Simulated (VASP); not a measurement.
# Al (P6_3/mmc) in VASP: settings compared

Aim: see how the results for Al move with the level of theory and the settings. Levels: PBEsol, LDA. Tasks: single point.

Program: VASP 6.6.1. These are calculated values, not measurements. Logs are shortened: lines on timing, memory, paths and dates and some standing lists are left out, and cuts for length are marked.

## (1) The cell of the first run

It takes space group P6_3/mmc (No. 194, hexagonal). The conventional cell has a = 2.827 Å, b = 2.827 Å, c = 9.553 Å, α = 90.00°, β = 90.00°, γ = 120.00°. Al (site symmetry -6m2) has 12 Al at 2.83 to 2.89 Å within 3.7 Å. Within 3.7 Å of Al (site symmetry -3m) lie 12 Al at 2.83 to 2.89 Å.

## (2) Single point, PBEsol

Contents of INCAR:

```
SYSTEM = Al
  PREC = Accurate
  ENCUT = 520
  EDIFF = 1E-6
  ISMEAR = -1
  SIGMA = 0.05
  LREAL = .False.
  LASPH = .True.
  NELM = 100
  ALGO = Normal
  ISIF = 2
  LWAVE = .False.
  LCHARG = .False.
  GGA = PS
  NBANDS = 14
```

Contents of KPOINTS:

```
Automatic mesh
0
Gamma
  9 9 3
  0 0 0
```

Contents of POSCAR:

```
Al
1.0
    2.8270770242      0.0000000000      0.0000000000
   -1.4135385121      2.4483205214      0.0000000000
    0.0000000000      0.0000000000      9.5534327928
Al
4
Direct
    0.6666666667      0.3333333333      0.7500000000
    0.0000000000      0.0000000000      0.5000000000
    0.3333333333      0.6666666667      0.2500000000
    0.0000000000      0.0000000000      0.0000000000
```

Potentials or basis: VASP PAW PBE potentials, release 64 (Al).

Command:

```console
cat potpaw_PBE.64/Al/POTCAR > POTCAR
mpirun -np 1 vasp_std > vasp.out
```

OUTCAR:

```text
SYSTEM = Al
   PREC = Accurate
   ENCUT = 520
   EDIFF = 1E-6
   ISMEAR = -1
   LREAL = .False.
   LASPH = .True.
   NELM = 100
   ISIF = 2
   GGA = PS

 ion  position               nearest neighbor table
   1  0.667  0.333  0.750-   2 2.89   4 2.89   2 2.89   4 2.89   2 2.89   4 2.89
   2  0.000  0.000  0.500-   1 2.89   3 2.89   3 2.89   1 2.89   1 2.89   3 2.89
   3  0.333  0.667  0.250-   2 2.89   4 2.89   2 2.89   4 2.89   2 2.89   4 2.89
   4  0.000  0.000  0.000-   1 2.89   3 2.89   3 2.89   1 2.89   1 2.89   3 2.89

  LATTYP: Found a hexagonal cell.
 ALAT       =     2.8270770242
 C/A-ratio  =     3.3792615875

  Lattice vectors:

 A1 = (   2.8270770242,   0.0000000000,   0.0000000000)
 A2 = (  -1.4135385121,   2.4483205214,   0.0000000000)
 A3 = (   0.0000000000,   0.0000000000,   9.5534327928)

Analysis of symmetry for initial positions (statically):
=====================================================================
 Subroutine PRICEL returns:
 Original cell was already a primitive cell.

 Routine SETGRP: Setting up the symmetry group for a
 hexagonal supercell.

 Subroutine GETGRP returns: Found 24 space group operations
 (whereof 12 operations were pure point group operations)
 out of a pool of 24 trial point group operations.

The static configuration has the point symmetry D_3d.
 The point group associated with its full space group is D_6h.

Analysis of symmetry for dynamics (positions and initial velocities):
=====================================================================
 Subroutine PRICEL returns:
 Original cell was already a primitive cell.

 Routine SETGRP: Setting up the symmetry group for a
 hexagonal supercell.

 Subroutine GETGRP returns: Found 24 space group operations
 (whereof 12 operations were pure point group operations)
 out of a pool of 24 trial point group operations.

The dynamic configuration has the point symmetry D_3d.
 The point group associated with its full space group is D_6h.

 Subroutine INISYM returns: Found 24 space group operations
 (whereof 12 operations are pure point group operations),
 and found     1 'primitive' translations

----------------------------------------------------------------------------------------

                                     Primitive cell

  volume of cell :      66.1250

  direct lattice vectors                    reciprocal lattice vectors
     2.827077024  0.000000000  0.000000000     0.353722234  0.204221627  0.000000000
    -1.413538512  2.448320521  0.000000000     0.000000000  0.408443254  0.000000000
     0.000000000  0.000000000  9.553432793     0.000000000  0.000000000  0.104674416

  length of vectors
     2.827077024  2.827077024  9.553432793     0.408443254  0.408443254  0.104674416

  position of ions in fractional coordinates (direct lattice)
     0.666666667  0.333333333  0.750000000
     0.000000000  0.000000000  0.500000000
     0.333333333  0.666666667  0.250000000
     0.000000000  0.000000000  0.000000000

  ion indices of the primitive-cell ions
   primitive index   ion index
                 1           1
                 2           2
                 3           3
                 4           4

----------------------------------------------------------------------------------------

 KPOINTS: Automatic mesh

Automatic generation of k-mesh.
 Grid dimensions read from file:
 generate k-points for:    9    9    3

 Generating k-lattice:

  Cartesian coordinates                     Fractional coordinates (reciprocal lattice)
     0.039302470  0.022691292  0.000000000     0.111111111 -0.000000000  0.000000000
     0.000000000  0.045382584  0.000000000     0.000000000  0.111111111  0.000000000
     0.000000000  0.000000000  0.034891472     0.000000000  0.000000000  0.333333333

  Length of vectors
     0.045382584  0.045382584  0.034891472

  Shift w.r.t. Gamma in fractional coordinates (k-lattice)
     0.000000000  0.000000000  0.000000000

 Subroutine IBZKPT returns following result:
 ===========================================

 Found     24 irreducible k-points:

 Following reciprocal coordinates:
            Coordinates               Weight
  0.000000  0.000000  0.000000      1.000000
  0.111111  0.000000  0.000000      6.000000
  0.222222 -0.000000  0.000000      6.000000
  0.333333  0.000000  0.000000      6.000000
  0.444444 -0.000000  0.000000      6.000000
  0.111111  0.111111  0.000000      6.000000
[... 16 lines left out ...]
  0.333333  0.222222  0.333333     24.000000
  0.333333  0.333333  0.333333      4.000000
   k-points           NKPTS =     24   k-points in BZ     NKDIM =     24   number of bands    NBANDS=     14
   number of dos      NEDOS =    301   number of ions     NIONS =      4
   total plane-waves  NPLWV =  41472
   dimension x,y,z NGX =    24 NGY =   24 NGZ =   72
   dimension x,y,z NGXF=    48 NGYF=   48 NGZF=  144
   ions per type =               4
   NGX,Y,Z   is equivalent  to a cutoff of  14.11, 14.11, 12.53 a.u.
   NGXF,Y,Z  is equivalent  to a cutoff of  28.23, 28.23, 25.06 a.u.
 SYSTEM =  Al
   PREC   = accura    normal or accurate (medium, high low for compatibility)
   ISTART =      0    job   : 0-new  1-cont  2-samecut
   ICHARG =      2    charge: 1-file 2-atom 10-const
   ISPIN  =      1    spin polarized calculation?
   LNONCOLLINEAR =      F non collinear calculations
   LSORBIT =      F    spin-orbit coupling
   LASPH  =      T    aspherical Exc in radial PAW
   ENCUT  =  520.0 eV  38.22 Ry    6.18 a.u.   5.26  5.26 17.76*2*pi/ulx,y,z
   NELM   =    100;   NELMIN=  2; NELMDL= -5     # of ELM steps
   EDIFF  = 0.1E-05   stopping-criterion for ELM
   LREAL  =      F    real-space projection
   EDIFFG = 0.1E-04   stopping-criterion for IOM
   NSW    =      0    number of steps for IOM
   IBRION =     -1    ionic relax: 0-MD 1-quasi-New 2-CG
   NFREE  =      0    steps in history (QN), initial steepest desc. (CG)
   ISIF   =      2    stress and relaxation
   ISYM   =      2    0-nonsym 1-usesym 2-fastsym
   POTIM  = 0.5000    time-step for ionic-motion
   TEBEG  =    0.0;   TEEND  =   0.0 temperature during run
   PSTRESS=    0.0 pullay stress
   NELECT =      12.0000    total number of electrons
   NUPDOWN=      -1.0000    fix difference up-down
   EMIN   =  10.00;   EMAX   =-10.00  energy-range for DOS
   EFERMI =   0.00;   METHOD = LEGACY
   ISMEAR =    -1;   SIGMA  =   0.05  broadening in eV -4-tet -1-fermi 0-gaus
   EFERMI_NEDOS =   21; number of points for ismear=-14 and -15
   IALGO  =     38    algorithm
   IMIX   =      4    mixing-type and parameters
     AMIX     =   0.40;   BMIX     =  1.00
     AMIX_MAG =   1.60;   BMIX_MAG =  1.00
  volume/ion in A,a.u.               =      16.53       111.56
  Fermi-wavevector in a.u.,A,eV,Ry     =   0.926859  1.751509 11.688313  0.859067
  Thomas-Fermi vector in A             =   2.052866
   LORBIT       =      0    0 simple, 1 ext, 2 COOP (PROOUT), +10 PAW based schemes
   GGA     = PS    functional components
   LHFCALC =     F    Hartree Fock is set to
   AEXX    =    0.0000 exact exchange contribution
   IVDW    =     0    specifies the selected vdW correction
   LEPSILON=     F    determine dielectric tensor
   LRPA    =     F    only Hartree local field effects (RPA)
 non-spin polarized calculation
  energy-cutoff  :      520.00
  volume of cell :       66.12
 maximum number of plane-waves:      1793
 NGX is ok and might be reduce to    24
   NGX = 11   NGY = 11   NGZ = 35

 number of electron      12.0000000 magnetization

 Free energy of the ion-electron system (eV)
  ---------------------------------------------------
  ext. energy  EPLUGINS =         0.00000000
  ---------------------------------------------------
  free energy    TOTEN  =       -16.30361828 eV

  energy without entropy =      -16.28931005  energy(sigma->0) =      -16.29646417

 E-fermi :   7.8928     XC(G=0): -10.2502

 val. band max:        7.8513411146   @ k =   0.3333   0.0000   0.3333
 cond. band min:       7.9194786821   @ k =   0.0000   0.0000   0.3333
 fundamental gap:      0.0681375675
 Fermi energy:         7.8928063663

 k-point     1 :       0.0000    0.0000    0.0000
  band No.  band energies     occupation
      1      -3.1890      2.00000
      2      -1.5773      2.00000
      3      -1.5769      2.00000
      4       3.1420      2.00000
      5       3.1709      2.00000
      6      10.7360      0.00000
      7      10.7433      0.00000
      8      19.0938      0.00000
      9      19.0938      0.00000
     10      19.2334      0.00000
     11      19.2334      0.00000
     12      19.6525      0.00000
     13      20.1480      0.00000
     14      20.1563      0.00000

 k-point     2 :       0.1111    0.0000    0.0000
  band No.  band energies     occupation
      1      -2.8845      2.00000
      2      -1.2762      2.00000
      3      -1.2757      2.00000
      4       3.4397      2.00000
      5       3.4541      2.00000
      6      10.9860      0.00000
      7      11.0016      0.00000
      8      15.3474      0.00000
      9      16.6471      0.00000
     10      16.7460      0.00000
     11      17.0858      0.00000
     12      18.4440      0.00000
     13      18.4509      0.00000
     14      18.5121      0.00000
[... 343 lines left out ...]
      1       2.6522      2.00000
      2       3.1637      2.00000
      3       5.0656      2.00000
      4       5.2035      2.00000
      5       5.9255      2.00000
      6       6.6867      2.00000
      7       7.6695      1.97728
      8       7.9402      0.55848
      9       8.5806      0.00000
     10       9.3862      0.00000
     11      10.6379      0.00000
     12      11.0553      0.00000
     13      12.0690      0.00000
     14      13.1494      0.00000

 k-point    24 :       0.3333    0.3333    0.3333
  band No.  band energies     occupation
      1       4.8751      2.00000
      2       4.9840      2.00000
      3       4.9840      2.00000
      4       5.3101      2.00000
      5       5.4710      2.00000
      6       5.4710      2.00000
      7       7.4481      1.99973
      8       7.4481      1.99973
      9       7.7912      1.76820
     10       9.1738      0.00000
     11       9.4211      0.00000
     12       9.4211      0.00000
     13      13.1062      0.00000
     14      13.1062      0.00000

------------------------ aborting loop because EDIFF is reached ----------------------------------------

  FORCE on cell =-STRESS in cart. coord.  units (eV):
  Direction    XX          YY          ZZ          XY          YZ          ZX
  --------------------------------------------------------------------------------------
  -------------------------------------------------------------------------------------
  Total       -0.1432035     -0.1432035     -1.3649105      0.0000000      0.0000000      0.0000000
  in kB       -3.4697546     -3.4697546    -33.0711572      0.0000000      0.0000000      0.0000000
  external PRESSURE =     -13.3368888 kB  Pullay stress =       0.0000000 kB

 VOLUME and BASIS-vectors are now :
 -----------------------------------------------------------------------------
  energy-cutoff  :      520.00
  volume of cell :       66.12
      direct lattice vectors                 reciprocal lattice vectors
     2.827077024  0.000000000  0.000000000     0.353722234  0.204221627  0.000000000
    -1.413538512  2.448320521  0.000000000     0.000000000  0.408443254  0.000000000
     0.000000000  0.000000000  9.553432793     0.000000000  0.000000000  0.104674416

 POSITION                                       TOTAL-FORCE (eV/Angst)
 -----------------------------------------------------------------------------------
      1.41354      0.81611      7.16507        -0.000000      0.000000      0.000000
      0.00000      0.00000      4.77672        -0.000000      0.000000     -0.000000
     -0.00000      1.63221      2.38836         0.000000      0.000000     -0.000000
      0.00000      0.00000      0.00000        -0.000000      0.000000     -0.000000
 -----------------------------------------------------------------------------------
    total drift:                               -0.000000      0.000000      0.000000

  FREE ENERGIE OF THE ION-ELECTRON SYSTEM (eV)
  ---------------------------------------------------
  free  energy   TOTEN  =       -16.3036182849 eV

  energy  without entropy=      -16.2893100540  energy(sigma->0) =      -16.29646417
```

Wall time 14 s (1 thread of Intel Xeon Platinum 8375C at 2.90GHz (Ice Lake), shared host); peak memory 0.18 GiB.

What came out:

```
Free energy            : -16.3036 eV
Pressure               : -1.3 GPa
Band gap on the k mesh : zero (band 6 reaches 11.40 eV, above the bottom of band 7 at 6.68 eV)
```

Levels at points of the mesh, in eV from the Fermi level:
```tsv
k point	band 3	band 4	band 5	band 6	band 7	band 8
(0.00, 0.00, 0.00)	-9.47	-4.75	-4.72	2.84	2.85	11.20
```

Caveat: the PAW data sets were made with another functional, which shifts forces and pressure a little.

## (3) Single point, LDA

This run uses another cell than the first one, of 15.90 Å³/atom, 0.962 times its volume.

Contents of INCAR:

```
SYSTEM = Al
  ALGO = Normal
  EDIFF = 1E-6
  ENCUT = 520
  GGA = CA
  ISIF = 2
  ISMEAR = -1
  LASPH = .True.
  LCHARG = .False.
  LREAL = .False.
  LWAVE = .False.
  NBANDS = 14
  NELM = 100
  PREC = Accurate
  SIGMA = 0.05
```

Contents of KPOINTS:

```
k-points
0
Gamma
  11 11 3
  0 0 0
```

POSCAR: that of step 2 with these lines changed.

```diff
@@ -4,3 +4,3 @@
    -1.4135385121      2.4483205214      0.0000000000
-    0.0000000000      0.0000000000      9.5534327928
+    0.0000000000      0.0000000000      9.1859930700
 Al
```

Potentials or basis: VASP PAW LDA potentials, release 64 (Al).

Command:

```console
cat potpaw_LDA.64/Al/POTCAR > POTCAR
mpirun -np 1 vasp_std > vasp.out
```

Wall time 47 s (1 thread of AMD EPYC 7R13, shared host); peak memory 0.13 GiB.

Results (log left out):

- Free energy: -16.7554 eV
- Pressure: 0.1 GPa
- Band gap on the k mesh: zero (band 6 reaches 12.18 eV, above the bottom of band 7 at 6.23 eV)

Stress tensor (GPa, compression positive):
```
-0.60  0.00  0.00
 0.00 -0.60  0.00
 0.00  0.00  1.38
```

Levels at points of the mesh, in eV from the Fermi level:
```
           k point  band 2  band 3  band 4  band 5  band 6  band 7  band 8  band 9  band 10  band 11
(0.00, 0.00, 0.00)   -9.63   -9.62   -4.67   -4.38    3.59    3.60   10.76   10.76    10.95    10.95
```
